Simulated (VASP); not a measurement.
# GaN (I-4m2) in VASP: further runs, part 2 of 2

VASP 6.6.1.

## 3. Single point, r2SCAN (strain +0.0600 x Voigt [0, 0, 1, 0, 0, 0])

POSCAR

```
GaN
1.0
    0.0000000000      2.2489367673      2.3838729733
    2.2489367673      0.0000000000      2.3838729733
    2.2489367673      2.2489367673      0.0000000000
Ga N
1 1
Direct
    0.0000000000      0.0000000000      0.0000000000
    0.7500000000      0.7500000000      0.7500000000
```

INCAR.step1

```
ALGO = Normal
EDIFF = 1E-4
ENCUT = 520
GGA = PE
ISMEAR = 0
LASPH = T
LCHARG = F
LREAL = F
LWAVE = T
NBANDS = 16
NELM = 60
PREC = Accurate
SIGMA = 0.05
```

INCAR.step2

```
ALGO = Normal
EDIFF = 1E-6
ENCUT = 520
ISIF = 2
ISMEAR = 0
ISTART = 1
LASPH = T
LCHARG = T
LELF = T
LMIXTAU = T
LREAL = F
LVHAR = T
LWAVE = F
METAGGA = R2SCAN
NBANDS = 16
NELM = 60
PREC = Accurate
SIGMA = 0.05
```

KPOINTS

```
k-points
0
Gamma
  10 10 10
```

Potentials or basis: VASP PAW PBE potentials, release 64 (Ga_d, N).

Command:

```
> cat potpaw_PBE.64/Ga_d/POTCAR potpaw_PBE.64/N/POTCAR > POTCAR
> cp INCAR.step1 INCAR
> mpirun -np 1 vasp_std > vasp.out
> cp INCAR.step2 INCAR
> mpirun -np 1 vasp_std > vasp.out
```

OUTCAR:

```text
EDIFF = 1E-6
   ENCUT = 520
   ISIF = 2
   ISMEAR = 0
   ISTART = 1
   LASPH = T
   LREAL = F
   METAGGA = R2SCAN
   NELM = 60
   PREC = Accurate

 ion  position               nearest neighbor table
   1  0.000  0.000  0.000-   2 1.99   2 1.99   2 1.99   2 1.99
   2  0.750  0.750  0.750-   1 1.99   1 1.99   1 1.99   1 1.99

  LATTYP: Found a body centered tetragonal cell.
 ALAT       =     3.1804768772
 C/A-ratio  =     1.4990663761

  Lattice vectors:

[... 640 lines left out ...]

 [... further k-points ...]

------------------------ aborting loop because EDIFF is reached ----------------------------------------

  FORCE on cell =-STRESS in cart. coord.  units (eV):
  Direction    XX          YY          ZZ          XY          YZ          ZX
  --------------------------------------------------------------------------------------
  -------------------------------------------------------------------------------------
  Total       -0.9786508     -0.9786508     -2.3073701      0.0000000      0.0000000      0.0000000
  in kB      -65.0235604    -65.0235604   -153.3063890      0.0000000      0.0000000      0.0000000
  external PRESSURE =     -94.4511699 kB  Pullay stress =       0.0000000 kB

 VOLUME and BASIS-vectors are now :
 -----------------------------------------------------------------------------
  energy-cutoff  :      520.00
  volume of cell :       24.11
      direct lattice vectors                 reciprocal lattice vectors
     0.000000000  2.248936767  2.383872973    -0.222327283  0.222327283  0.209742719
     2.248936767  0.000000000  2.383872973     0.222327283 -0.222327283  0.209742719
     2.248936767  2.248936767  0.000000000     0.222327283  0.222327283 -0.209742719

 POSITION                                       TOTAL-FORCE (eV/Angst)
 -----------------------------------------------------------------------------------
      0.00000      0.00000      0.00000         0.000000      0.000000      0.000000
      3.37341      3.37341      3.57581        -0.000000     -0.000000      0.000000
 -----------------------------------------------------------------------------------
    total drift:                               -0.000021     -0.000021      0.000009

  FREE ENERGIE OF THE ION-ELECTRON SYSTEM (eV)
  ---------------------------------------------------
  free  energy   TOTEN  =       -21.8361971699 eV

  energy  without entropy=      -21.8361971699  energy(sigma->0) =      -21.83619717
```

OUTCAR.step1:

```text
EDIFF = 1E-4
   ENCUT = 520
   GGA = PE
   ISMEAR = 0
   LASPH = T
[... 677 lines left out ...]
 -----------------------------------------------------------------------------------
      0.00000      0.00000      0.00000         0.000000      0.000000      0.000000
      3.37341      3.37341      3.57581        -0.000000     -0.000000     -0.000000
 -----------------------------------------------------------------------------------
    total drift:                               -0.000001     -0.000001     -0.000002

  FREE ENERGIE OF THE ION-ELECTRON SYSTEM (eV)
  ---------------------------------------------------
  free  energy   TOTEN  =       -12.1237948028 eV

  energy  without entropy=      -12.1237948028  energy(sigma->0) =      -12.12379480
```

OSZICAR.step1:

```text
N       E                     dE             d eps       ncg     rms          rms(c)
DAV:   1     0.841231962350E+02    0.84123E+02   -0.94014E+03  3592   0.198E+03
DAV:   2    -0.777772455873E+01   -0.91901E+02   -0.85043E+02  3776   0.330E+02
DAV:   3    -0.139712509620E+02   -0.61935E+01   -0.61664E+01  3832   0.724E+01
DAV:   4    -0.140445454942E+02   -0.73295E-01   -0.73285E-01  4080   0.851E+00
DAV:   5    -0.140455847380E+02   -0.10392E-02   -0.10392E-02  4048   0.910E-01    0.754E+00
DAV:   6    -0.121304408793E+02    0.19151E+01   -0.49820E+00  4928   0.382E+01    0.270E+00
DAV:   7    -0.121320144931E+02   -0.15736E-02   -0.29629E-01  3576   0.679E+00    0.175E+00
DAV:   8    -0.121282988455E+02    0.37156E-02   -0.69835E-02  3568   0.316E+00    0.881E-01
DAV:   9    -0.121234456226E+02    0.48532E-02   -0.13672E-02  4888   0.244E+00    0.247E-01
DAV:  10    -0.121238795163E+02   -0.43389E-03   -0.13497E-03  3664   0.431E-01    0.136E-01
DAV:  11    -0.121237948028E+02    0.84714E-04   -0.20290E-04  3056   0.248E-01
   1 F= -.12123795E+02 E0= -.12123795E+02  d E =-.549783E-14
```

It took 41 s on 1 thread of Intel Xeon 6975P-C (Granite Rapids), shared host; peak memory 0.17 GiB.

What came out:

- Free energy: -21.8362 eV
- Pressure: -9.4 GPa
- Band gap on the k mesh: 1.66 eV, direct

Levels at points of the mesh, in eV from the valence-band top:
| k point | band 5 | band 6 | band 7 | band 8 | band 9 | band 10 | band 11 | band 12 | band 13 | band 14 |
| --- | --- | --- | --- | --- | --- | --- | --- | --- | --- | --- |
| (0.00, 0.00, 0.00) | -13.62 | -13.61 | -0.30 | 0.00 | 0.00 | 1.66 | 10.52 | 10.52 | 10.70 | 17.73 |
| (0.50, 0.00, 0.00) | -13.56 | -12.49 | -6.91 | -1.25 | -0.80 | 4.61 | 9.07 | 10.32 | 11.05 | 15.87 |
| (0.50, 0.50, 0.00) | -13.56 | -12.29 | -6.50 | -2.40 | -2.40 | 3.91 | 7.40 | 11.59 | 14.45 | 14.45 |
| (0.50, 0.00, 0.50) | -13.54 | -12.01 | -5.88 | -2.83 | -2.82 | 3.54 | 6.52 | 12.32 | 13.48 | 14.84 |

Caveat: the cell differs from its parent crystal (strain +0.0600 x Voigt [0, 0, 1, 0, 0, 0]); the PAW data sets were made with another functional, which shifts forces and pressure a little.

## 4. Single point, r2SCAN (strain -0.0150 x Voigt [0, 0, 1, 0, 0, 0])

POSCAR

```
GaN
1.0
    0.0000000000      2.2489367673      2.2152027158
    2.2489367673      0.0000000000      2.2152027158
    2.2489367673      2.2489367673      0.0000000000
Ga N
1 1
Direct
    0.0000000000      0.0000000000      0.0000000000
    0.7500000000      0.7500000000      0.7500000000
```

INCAR.step1

```
SYSTEM = GaN
PREC = Accurate
ENCUT = 910
ISMEAR = 0
SIGMA = 0.05
LREAL = .False.
LASPH = .True.
NELM = 120
NBANDS = 16
GGA = PE
ALGO = Normal
EDIFF = 1E-5
LWAVE = .True.
LCHARG = .False.
GGA_COMPAT = .False.
```

INCAR.step2

```
SYSTEM = GaN
PREC = Accurate
ENCUT = 910
EDIFF = 1E-6
ISMEAR = 0
SIGMA = 0.05
LREAL = .False.
LASPH = .True.
NELM = 120
ALGO = Normal
ISIF = 2
LWAVE = .False.
LCHARG = .False.
METAGGA = R2SCAN
LMIXTAU = .True.
NBANDS = 16
ISTART = 1
GGA_COMPAT = .False.
```

KPOINTS

```
Automatic mesh
0
Gamma
  10 10 10
  0 0 0
```

Potentials or basis: VASP PAW PBE potentials, release 64 (Ga_d, N_h).

Command:

```
> cat potpaw_PBE.64/Ga_d/POTCAR potpaw_PBE.64/N_h/POTCAR > POTCAR
> cp INCAR.step1 INCAR
> mpirun -np 1 vasp_std > vasp.out
> cp INCAR.step2 INCAR
> mpirun -np 1 vasp_std > vasp.out
```

Run time: 2.9 min. Hardware: 1 thread of AMD EPYC 9R45 (Zen 5), shared host; peak memory 0.21 GiB.

Results (log left out):

```yaml
Free_energy: -21.8891 eV
Pressure: 4.1 GPa
Band_gap_on_the_k_mesh: 2.21 eV, direct
```

Stress tensor (GPa, compression positive):
```
3.47 0.00 0.00
0.00 3.47 0.00
0.00 0.00 5.33
```

Levels at points of the mesh, in eV from the valence-band top:
```
           k point  band 7  band 8  band 9  band 10  band 11  band 12
(0.00, 0.00, 0.00)   -0.07   -0.07    0.00     2.21    11.07    11.12
(0.50, 0.00, 0.00)   -7.34   -1.13   -1.01     5.26     9.51    10.95
(0.50, 0.50, 0.00)   -6.24   -2.98   -2.98     3.66     7.15    12.85
(0.50, 0.00, 0.50)   -6.41   -2.87   -2.86     3.77     7.41    12.62
```

Caveat: the cell differs from its parent crystal (strain -0.0150 x Voigt [0, 0, 1, 0, 0, 0]); the cutoff is under 1.25 times the usual one of these potentials, so pressure, stress and relaxed cells hold a basis-set (Pulay) error; the PAW data sets were made with another functional, which shifts forces and pressure a little.

## 5. Single point, r2SCAN (strain +0.0150 x Voigt [0, 0, 1, 0, 0, 0])

POSCAR

```
GaN
1.0
    0.0000000000      2.2489367673      2.2826708188
    2.2489367673      0.0000000000      2.2826708188
    2.2489367673      2.2489367673      0.0000000000
Ga N
1 1
Direct
    0.0000000000      0.0000000000      0.0000000000
    0.7500000000      0.7500000000      0.7500000000
```

INCAR.step1

```
ALGO = Normal ; EDIFF = 1E-5
ENCUT = 910 ; GGA = PE
GGA_COMPAT = False ; ISMEAR = 0
LASPH = True ; LCHARG = False
LREAL = False ; LWAVE = True
NBANDS = 16 ; NELM = 120
PREC = Accurate ; SIGMA = 0.05
```

INCAR.step2

```
ALGO = Normal ; EDIFF = 1E-6
ENCUT = 910 ; GGA_COMPAT = False
ISIF = 2 ; ISMEAR = 0
ISTART = 1 ; LASPH = True
LCHARG = True ; LELF = True
LMIXTAU = True ; LREAL = False
LVHAR = True ; LWAVE = False
METAGGA = R2SCAN ; NBANDS = 16
NELM = 120 ; PREC = Accurate
SIGMA = 0.05
```

KPOINTS

```
k-points
0
Gamma
  10 10 10
```

Command:

```
> cat potpaw_PBE.64/Ga_d/POTCAR potpaw_PBE.64/N_h/POTCAR > POTCAR
> cp INCAR.step1 INCAR
> mpirun -np 1 vasp_std > vasp.out
> cp INCAR.step2 INCAR
> mpirun -np 1 vasp_std > vasp.out
```

Run time: 1.8 min. Hardware: 1 thread of Intel Xeon Platinum 8559C (Emerald Rapids), shared host; peak memory 0.24 GiB.

Results (log left out):

| Property | Result |
| --- | --- |
| Free energy | -21.8941 eV |
| Pressure | -1.9 GPa |
| Band gap on the k mesh | 2.03 eV, direct |

Stress tensor (GPa, compression positive):
```
-1.24  0.00  0.00
 0.00 -1.24  0.00
 0.00  0.00 -3.26
```

Levels at points of the mesh, in eV from the valence-band top:
| k point | band 7 | band 8 | band 9 | band 10 | band 11 | band 12 |
| --- | --- | --- | --- | --- | --- | --- |
| (0.00, 0.00, 0.00) | -0.07 | 0.00 | 0.00 | 2.03 | 10.91 | 10.91 |
| (0.50, 0.00, 0.00) | -7.12 | -1.07 | -0.95 | 5.07 | 9.37 | 10.82 |
| (0.50, 0.50, 0.00) | -6.31 | -2.70 | -2.70 | 3.81 | 7.33 | 12.34 |
| (0.50, 0.00, 0.50) | -6.15 | -2.81 | -2.81 | 3.71 | 7.08 | 12.55 |

Caveat: the cell differs from its parent crystal (strain +0.0150 x Voigt [0, 0, 1, 0, 0, 0]); the cutoff is under 1.25 times the usual one of these potentials, so pressure, stress and relaxed cells hold a basis-set (Pulay) error; the PAW data sets were made with another functional, which shifts forces and pressure a little.

## 6. Overview

```tsv
potentials or basis	cell	cutoff (eV)	second run	gap on the mesh (eV)	pressure (GPa)
VASP PAW PBE potentials, release 64 (Ga_d, N)	a = 3.265, b = 3.265, c = 3.180 Å, angles 60.9, 60.9, 58.3°, 2 atoms	520	-	1.72	-8.3
VASP PAW PBE potentials, release 64 (Ga_d, N)	a = 3.277, b = 3.277, c = 3.180 Å, angles 61.0, 61.0, 58.1°, 2 atoms	520	-	1.66	-9.4
VASP PAW PBE potentials, release 64 (Ga_d, N_h)	a = 3.157, b = 3.157, c = 3.180 Å, angles 59.8, 59.8, 60.5°, 2 atoms	910	hard_potentials	2.21	4.1
VASP PAW PBE potentials, release 64 (Ga_d, N_h)	a = 3.204, b = 3.204, c = 3.180 Å, angles 60.2, 60.2, 59.5°, 2 atoms	910	hard_potentials	2.03	-1.9
```

Alike in all rows: task single point; level r2SCAN; no spin polarisation; k mesh 10 × 10 × 10; smearing gaussian 0.05 eV.

Caveats: the PAW data sets were made with another functional, which shifts forces and pressure a little; the cutoff is under 1.25 times the usual one of these potentials, so pressure, stress and relaxed cells hold a basis-set (Pulay) error (some runs).

Absolute energies hang on the potentials; compare differences alone.
